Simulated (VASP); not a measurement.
# MgF2 (P4_2/mnm) in VASP: notebook

The runs below take MgF2 through single point, relaxation of cell and atoms, with LDA.

Everything below comes from runs of VASP 6.6.1. Logs are shortened: lines on timing, memory, paths and dates and some standing lists are left out, and cuts for length are marked.

**1. The cell of the first run**

The structure is tetragonal, space group P4_2/mnm (No. 136). Conventional cell: a = 4.556 Å, b = 4.556 Å, c = 3.012 Å, α = 90.00°, β = 90.00°, γ = 90.00°. Mg (site symmetry mmm) has 6 F at 1.95 to 1.97 Å within 2.6 Å. F (site symmetry m2m) has 3 Mg at 1.95 to 1.97 Å and 1 F at 2.54 Å within 2.6 Å.

**2. Single point, LDA**

Input file INCAR:

```
SYSTEM = MgF2
ALGO = Normal ; EDIFF = 1E-6
ENCUT = 600 ; GGA_COMPAT = .False.
ISIF = 2 ; ISMEAR = 0
LASPH = .True. ; LCHARG = .True.
LELF = .True. ; LREAL = .False.
LVHAR = .True. ; LWAVE = .False.
NBANDS = 25 ; NELM = 120
PREC = Accurate ; SIGMA = 0.02
```

Input file KPOINTS:

```
k-points
0
Gamma
  6 6 8
  0 0 0
```

Input file POSCAR:

```
MgF2
1.0
    4.5560405888      0.0000000000      0.0000000000
    0.0000000000      4.5560405888      0.0000000000
    0.0000000000      0.0000000000      3.0121193914
Mg F
2 4
Direct
    0.0000000000      0.0000000000      0.0000000000
    0.5000000000      0.5000000000      0.5000000000
    0.3029736534      0.3029736534      0.0000000000
    0.1970263466      0.8029736534      0.5000000000
    0.6970263466      0.6970263466      0.0000000000
    0.8029736534      0.1970263466      0.5000000000
```

Potentials or basis: VASP PAW LDA potentials, release 64 (Mg, F).

On the command line:

```console
$ cat potpaw_LDA.64/Mg/POTCAR potpaw_LDA.64/F/POTCAR > POTCAR
$ mpirun -np 1 vasp_std > vasp.out
```

OUTCAR:

```text
SYSTEM = MgF2
   EDIFF = 1E-6
   ENCUT = 600
   ISIF = 2
   ISMEAR = 0
   LASPH = .True.
   LREAL = .False.
   NELM = 120
   PREC = Accurate

 ion  position               nearest neighbor table
   1  0.000  0.000  0.000-   3 1.95   5 1.95   4 1.97   6 1.97   4 1.97   6 1.97   2 3.56   2 3.56
                             2 3.56   2 3.56   2 3.56   2 3.56   2 3.56   2 3.56
   2  0.500  0.500  0.500-   4 1.95   6 1.95   5 1.97   3 1.97   3 1.97   5 1.97   1 3.56   1 3.56
                             1 3.56   1 3.56   1 3.56   1 3.56   1 3.56   1 3.56
   3  0.303  0.303  0.000-   1 1.95   2 1.97   2 1.97
   4  0.197  0.803  0.500-   2 1.95   1 1.97   1 1.97
   5  0.697  0.697  0.000-   1 1.95   2 1.97   2 1.97
   6  0.803  0.197  0.500-   2 1.95   1 1.97   1 1.97

  LATTYP: Found a simple tetragonal cell.
 ALAT       =     4.5560405888
 C/A-ratio  =     0.6611265490

  Lattice vectors:

 A1 = (   4.5560405888,   0.0000000000,   0.0000000000)
 A2 = (   0.0000000000,   4.5560405888,   0.0000000000)
 A3 = (   0.0000000000,   0.0000000000,   3.0121193914)

Analysis of symmetry for initial positions (statically):
=====================================================================
 Subroutine PRICEL returns:
 Original cell was already a primitive cell.

 Routine SETGRP: Setting up the symmetry group for a
 simple tetragonal supercell.

 Subroutine GETGRP returns: Found 16 space group operations
 (whereof  8 operations were pure point group operations)
 out of a pool of 16 trial point group operations.

The static configuration has the point symmetry D_2h.
 The point group associated with its full space group is D_4h.

Analysis of symmetry for dynamics (positions and initial velocities):
=====================================================================
 Subroutine PRICEL returns:
 Original cell was already a primitive cell.

 Routine SETGRP: Setting up the symmetry group for a
 simple tetragonal supercell.

 Subroutine GETGRP returns: Found 16 space group operations
 (whereof  8 operations were pure point group operations)
 out of a pool of 16 trial point group operations.

The dynamic configuration has the point symmetry D_2h.
 The point group associated with its full space group is D_4h.

 Subroutine INISYM returns: Found 16 space group operations
 (whereof  8 operations are pure point group operations),
 and found     1 'primitive' translations

----------------------------------------------------------------------------------------

                                     Primitive cell

  volume of cell :      62.5241

  direct lattice vectors                    reciprocal lattice vectors
     4.556040589  0.000000000  0.000000000     0.219488826  0.000000000  0.000000000
     0.000000000  4.556040589  0.000000000     0.000000000  0.219488826  0.000000000
     0.000000000  0.000000000  3.012119391     0.000000000  0.000000000  0.331992152

  length of vectors
     4.556040589  4.556040589  3.012119391     0.219488826  0.219488826  0.331992152

  position of ions in fractional coordinates (direct lattice)
     0.000000000  0.000000000  0.000000000
     0.500000000  0.500000000  0.500000000
     0.302973653  0.302973653  0.000000000
     0.197026347  0.802973653  0.500000000
     0.697026347  0.697026347  0.000000000
     0.802973653  0.197026347  0.500000000

  ion indices of the primitive-cell ions
   primitive index   ion index
                 1           1
                 2           2
                 3           3
                 4           4
                 5           5
                 6           6

----------------------------------------------------------------------------------------

 KPOINTS: k-points

Automatic generation of k-mesh.
 Grid dimensions read from file:
 generate k-points for:    6    6    8

 Generating k-lattice:

  Cartesian coordinates                     Fractional coordinates (reciprocal lattice)
     0.036581471  0.000000000  0.000000000     0.166666667  0.000000000  0.000000000
     0.000000000  0.036581471  0.000000000     0.000000000  0.166666667  0.000000000
     0.000000000  0.000000000  0.041499019     0.000000000  0.000000000  0.125000000

  Length of vectors
     0.036581471  0.036581471  0.041499019

  Shift w.r.t. Gamma in fractional coordinates (k-lattice)
     0.000000000  0.000000000  0.000000000

 Subroutine IBZKPT returns following result:
 ===========================================

 Found     50 irreducible k-points:

 Following reciprocal coordinates:
            Coordinates               Weight
  0.000000  0.000000  0.000000      1.000000
  0.166667  0.000000  0.000000      4.000000
  0.333333  0.000000  0.000000      4.000000
  0.500000  0.000000  0.000000      2.000000
  0.166667  0.166667  0.000000      4.000000
  0.333333  0.166667  0.000000      8.000000
[... 16 lines left out ...]
  0.333333  0.000000  0.250000      8.000000
  0.500000  0.000000  0.250000      4.000000
 [... further k-points ...]
   k-points           NKPTS =     50   k-points in BZ     NKDIM =     50   number of bands    NBANDS=     25
   number of dos      NEDOS =    301   number of ions     NIONS =      6
   total plane-waves  NPLWV =  31104
   dimension x,y,z NGX =    36 NGY =   36 NGZ =   24
   dimension x,y,z NGXF=    72 NGYF=   72 NGZF=   48
   ions per type =               2   4
   NGX,Y,Z   is equivalent  to a cutoff of  13.14, 13.14, 13.25 a.u.
   NGXF,Y,Z  is equivalent  to a cutoff of  26.27, 26.27, 26.49 a.u.
 SYSTEM =  MgF2
   PREC   = accura    normal or accurate (medium, high low for compatibility)
   ISTART =      0    job   : 0-new  1-cont  2-samecut
   ICHARG =      2    charge: 1-file 2-atom 10-const
   ISPIN  =      1    spin polarized calculation?
   LNONCOLLINEAR =      F non collinear calculations
   LSORBIT =      F    spin-orbit coupling
   LASPH  =      T    aspherical Exc in radial PAW
   ENCUT  =  600.0 eV  44.10 Ry    6.64 a.u.   9.10  9.10  6.02*2*pi/ulx,y,z
   NELM   =    120;   NELMIN=  2; NELMDL= -5     # of ELM steps
   EDIFF  = 0.1E-05   stopping-criterion for ELM
   LREAL  =      F    real-space projection
   EDIFFG = 0.1E-04   stopping-criterion for IOM
   NSW    =      0    number of steps for IOM
   IBRION =     -1    ionic relax: 0-MD 1-quasi-New 2-CG
   NFREE  =      0    steps in history (QN), initial steepest desc. (CG)
   ISIF   =      2    stress and relaxation
   ISYM   =      2    0-nonsym 1-usesym 2-fastsym
   POTIM  = 0.5000    time-step for ionic-motion
   TEBEG  =    0.0;   TEEND  =   0.0 temperature during run
   PSTRESS=    0.0 pullay stress
   NELECT =      32.0000    total number of electrons
   NUPDOWN=      -1.0000    fix difference up-down
   EMIN   =  10.00;   EMAX   =-10.00  energy-range for DOS
   EFERMI =   0.00;   METHOD = LEGACY
   ISMEAR =     0;   SIGMA  =   0.02  broadening in eV -4-tet -1-fermi 0-gaus
   EFERMI_NEDOS =   21; number of points for ismear=-14 and -15
   IALGO  =     38    algorithm
   IMIX   =      4    mixing-type and parameters
     AMIX     =   0.40;   BMIX     =  1.00
     AMIX_MAG =   1.60;   BMIX_MAG =  1.00
  volume/ion in A,a.u.               =      10.42        70.32
  Fermi-wavevector in a.u.,A,eV,Ry     =   1.309511  2.474616 23.331518  1.714818
  Thomas-Fermi vector in A             =   2.440104
   LORBIT       =      0    0 simple, 1 ext, 2 COOP (PROOUT), +10 PAW based schemes
   GGA     = CA    functional components
   LHFCALC =     F    Hartree Fock is set to
   AEXX    =    0.0000 exact exchange contribution
   IVDW    =     0    specifies the selected vdW correction
   LEPSILON=     F    determine dielectric tensor
   LRPA    =     F    only Hartree local field effects (RPA)
 non-spin polarized calculation
 Gauss-broadening in eV      SIGMA  =   0.02
  energy-cutoff  :      600.00
  volume of cell :       62.52
 maximum number of plane-waves:      2116
   NGX = 19   NGY = 19   NGZ = 13

 number of electron      32.0000028 magnetization

 Free energy of the ion-electron system (eV)
  ---------------------------------------------------
  ext. energy  EPLUGINS =         0.00000000
  ---------------------------------------------------
  free energy    TOTEN  =       -35.09078355 eV

  energy without entropy =      -35.09078355  energy(sigma->0) =      -35.09078355

 E-fermi :  -1.2287     XC(G=0): -10.6824

 val. band max:       -1.3187892994   @ k =   0.0000   0.0000   0.0000
 cond. band min:       5.7390777785   @ k =   0.0000   0.0000   0.0000
 fundamental gap:      7.0578670779
 Fermi energy:        -1.2287149985

 k-point     1 :       0.0000    0.0000    0.0000
  band No.  band energies     occupation
      1     -21.8729      2.00000
      2     -20.9242      2.00000
      3     -20.9242      2.00000
      4     -20.8174      2.00000
      5      -5.6713      2.00000
      6      -4.0925      2.00000
[... 17 lines left out ...]
     24      17.2682      0.00000
     25      17.2682      0.00000

 k-point     2 :       0.1667    0.0000    0.0000
  band No.  band energies     occupation
      1     -21.8207      2.00000
      2     -21.0280      2.00000
      3     -20.9098      2.00000
      4     -20.7888      2.00000
      5      -5.5610      2.00000
      6      -4.0410      2.00000
[... 17 lines left out ...]
     24      16.9867      0.00000
     25      17.3311      0.00000

 k-point     3 :       0.3333    0.0000    0.0000
  band No.  band energies     occupation
      1     -21.6741      2.00000
      2     -21.2300      2.00000
      3     -20.8716      2.00000
      4     -20.7888      2.00000
      5      -5.2729      2.00000
      6      -4.4299      2.00000
[... 17 lines left out ...]
     24      16.5854      0.00000
     25      17.0453      0.00000

 k-point     4 :       0.5000    0.0000    0.0000
  band No.  band energies     occupation
      1     -21.4624      2.00000
      2     -21.4624      2.00000
      3     -20.8241      2.00000
      4     -20.8241      2.00000
      5      -4.8831      2.00000
      6      -4.8831      2.00000
[... 17 lines left out ...]
     24      16.2447      0.00000
     25      17.0367      0.00000

 k-point     5 :       0.1667    0.1667    0.0000
  band No.  band energies     occupation
      1     -21.7709      2.00000
      2     -21.0602      2.00000
      3     -20.9415      2.00000
      4     -20.7829      2.00000
      5      -5.4577      2.00000
      6      -4.0747      2.00000
[... 17 lines left out ...]
     24      17.1022      0.00000
     25      17.1797      0.00000

 k-point     6 :       0.3333    0.1667    0.0000
  band No.  band energies     occupation
      1     -21.6317      2.00000
      2     -21.2192      2.00000
      3     -20.9162      2.00000
      4     -20.8049      2.00000
      5      -5.1887      2.00000
      6      -4.4345      2.00000
[... 17 lines left out ...]
     24      16.8165      0.00000
     25      17.0324      0.00000
[... 393 lines left out ...]
 k-point    21 :       0.0000    0.0000    0.2500
  band No.  band energies     occupation
      1     -21.6356      2.00000
      2     -20.8785      2.00000
      3     -20.8785      2.00000
      4     -20.8754      2.00000
      5      -5.2793      2.00000
      6      -3.8720      2.00000
[... 17 lines left out ...]
     24      16.3864      0.00000
     25      16.5548      0.00000

 k-point    22 :       0.1667    0.0000    0.2500
  band No.  band energies     occupation
      1     -21.5934      2.00000
      2     -20.9780      2.00000
      3     -20.8716      2.00000
      4     -20.8288      2.00000
      5      -5.1938      2.00000
      6      -4.0266      2.00000
[... 17 lines left out ...]
     24      16.0554      0.00000
     25      16.6094      0.00000

 k-point    23 :       0.3333    0.0000    0.2500
  band No.  band energies     occupation
      1     -21.4761      2.00000
      2     -21.1303      2.00000
      3     -20.8537      2.00000
      4     -20.8196      2.00000
      5      -4.9572      2.00000
      6      -4.2973      2.00000
[... 17 lines left out ...]
     24      15.3188      0.00000
     25      15.9215      0.00000

 k-point    24 :       0.5000    0.0000    0.2500
  band No.  band energies     occupation
      1     -21.3092      2.00000
      2     -21.3092      2.00000
      3     -20.8326      2.00000
      4     -20.8326      2.00000
      5      -4.6347      2.00000
      6      -4.6347      2.00000
[... 17 lines left out ...]
     24      14.8846      0.00000
     25      16.3135      0.00000

 [... further k-points ...]

------------------------ aborting loop because EDIFF is reached ----------------------------------------

  FORCE on cell =-STRESS in cart. coord.  units (eV):
  Direction    XX          YY          ZZ          XY          YZ          ZX
  --------------------------------------------------------------------------------------
  -------------------------------------------------------------------------------------
  Total       -0.8344563     -0.8344563     -0.7225052     -0.0000000      0.0000000      0.0000000
  in kB      -21.3829108    -21.3829108    -18.5141681     -0.0000000      0.0000000      0.0000000
  external PRESSURE =     -20.4266632 kB  Pullay stress =       0.0000000 kB

 VOLUME and BASIS-vectors are now :
 -----------------------------------------------------------------------------
  energy-cutoff  :      600.00
  volume of cell :       62.52
      direct lattice vectors                 reciprocal lattice vectors
     4.556040589  0.000000000  0.000000000     0.219488826  0.000000000  0.000000000
     0.000000000  4.556040589  0.000000000     0.000000000  0.219488826  0.000000000
     0.000000000  0.000000000  3.012119391     0.000000000  0.000000000  0.331992152

 POSITION                                       TOTAL-FORCE (eV/Angst)
 -----------------------------------------------------------------------------------
      0.00000      0.00000      0.00000         0.000000      0.000000      0.000000
      2.27802      2.27802      1.50606         0.000000      0.000000      0.000000
      1.38036      1.38036      0.00000        -0.009252     -0.009252      0.000000
      0.89766      3.65838      1.50606         0.009252     -0.009252      0.000000
      3.17568      3.17568      0.00000         0.009252      0.009252     -0.000000
      3.65838      0.89766      1.50606        -0.009252      0.009252      0.000000
 -----------------------------------------------------------------------------------
    total drift:                                0.000000      0.000000      0.000000

  FREE ENERGIE OF THE ION-ELECTRON SYSTEM (eV)
  ---------------------------------------------------
  free  energy   TOTEN  =       -35.0907835461 eV

  energy  without entropy=      -35.0907835461  energy(sigma->0) =      -35.09078355
```

Run time: 2 min. Hardware: 1 thread of Intel Xeon 8259CL, shared host; peak memory 0.2 GiB.

Results:

```
Free energy            : -35.0908 eV
Pressure               : -2.0 GPa
Largest force          : 0.013 eV/Å
Band gap on the k mesh : 7.06 eV
```

Forces on the atoms (eV/Å):
```
Mg   0.000  0.000  0.000
Mg   0.000  0.000  0.000
F   -0.009 -0.009  0.000
F    0.009 -0.009  0.000
F    0.009  0.009  0.000
F   -0.009  0.009  0.000
```

Levels at points of the mesh, in eV from the valence-band top:
```tsv
k point	band 14	band 15	band 16	band 17	band 18	band 19
(0.00, 0.00, 0.00)	-0.33	-0.33	0.00	7.06	12.12	12.12
(0.50, 0.00, 0.00)	-1.04	-0.41	-0.41	9.51	9.51	13.36
(0.50, 0.50, 0.00)	-1.01	-0.85	-0.85	11.22	11.22	11.32
(0.00, 0.00, 0.50)	-1.28	-0.93	-0.93	11.83	11.83	14.81
(0.50, 0.00, 0.50)	-0.79	-0.72	-0.72	12.69	12.69	13.49
(0.50, 0.50, 0.50)	-0.66	-0.51	-0.51	13.12	13.12	13.40
```

A k mesh can miss the band edges.

[end of part 1 of 2]
